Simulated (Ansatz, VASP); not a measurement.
# One calculation of IClF, two programs

```
I F Cl
1.0
     4.40132    0.00000    0.00000
     0.00000    4.40132    0.00000
     0.00000    0.00000    7.75000
I F Cl
2 2 2
Direct
  0.00000 0.50000 0.20000
  0.50000 0.00000 0.80000
  0.00000 0.00000 0.00000
  0.50000 0.50000 0.00000
  0.00000 0.50000 0.65000
  0.50000 0.00000 0.35000
```

Alike in both runs: task single point; functional PBEsol; k mesh 8 × 8 × 5; occupations fermi-dirac, width 0.0237 eV; no spin polarisation.

|  | VASP | Ansatz |
| --- | --- | --- |
| version | VASP 6.6.1 | Ansatz 0.2.0 |
| potentials or method | VASP PAW PBE potentials, release 64 (I, F, Cl), cutoff 520 eV | PAW plane waves |
| valence electrons in the cell | 42 | 62 |

|  | VASP | Ansatz | Ansatz less VASP |
| --- | --- | --- | --- |
| pressure (GPa) | -6.9 | -6.7 | +0.13 |
| traceless stress, the component that is largest in VASP (GPa) | 1.62 | 1.61 | -0.001 |
| rms of the force components (eV/Å) | 0.158 | 0.158 | -0.0001 |

VASP's potentials were made for PBE, not for PBEsol. Atom by atom the forces differ by 0.003 eV/Å (rms over components). VASP's potentials hold 42 valence electrons a cell and Ansatz's 62, so a difference there can come from the potentials and not from the codes.

Spin-orbit coupling is off throughout.
